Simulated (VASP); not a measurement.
A run of VASP 6.6.1:

File INCAR:

```
SYSTEM = C
PREC     = Accurate       ! precision mode
ENCUT    = 600            ! plane-wave cutoff, eV
EDIFF    = 1E-6           ! SCF threshold, eV
ISMEAR   = 0              ! smearing method
SIGMA    = 0.05           ! smearing width, eV
LREAL    = .FALSE.        ! projectors in reciprocal space
LASPH    = .TRUE.         ! aspherical terms in the spheres
NELM     = 120            ! most SCF steps
ALGO     = Normal         ! electronic algorithm
ISIF     = 2              ! what is computed and relaxed
LWAVE    = .FALSE.        ! write WAVECAR
LCHARG   = .FALSE.        ! write CHGCAR
NBANDS   = 11             ! bands
GGA_COMPAT= .FALSE.
```

KPOINTS

```
regular mesh
0
G
  12 12 12
  0 0 0
```

File POSCAR:

```
C
1.0
    1.2280263465      0.7090013417      3.0959850264
   -1.2280263465      0.7090013417      3.0959850264
    0.0000000000     -1.4180026834      3.0959850264
C
2
Direct
    0.1640000000      0.1640000000      0.1640000000
    0.8360000000      0.8360000000      0.8360000000
```

Potentials or basis: VASP PAW LDA potentials, release 64 (C).

Run with:

```sh
$ cat potpaw_LDA.64/C/POTCAR > POTCAR
$ mpirun -np 1 vasp_std > vasp.out
```

Hardware: 1 thread of AMD EPYC 7R43 64-Core Processor (Zen 3) (shared host).

Question: How long does it take, and how much memory?

Answer: Run time: 56 s on 1 thread of AMD EPYC 7R43 64-Core Processor (Zen 3), with other jobs on the host, peak memory 0.1 GiB. Counts: scf iterations 11, k points 189.
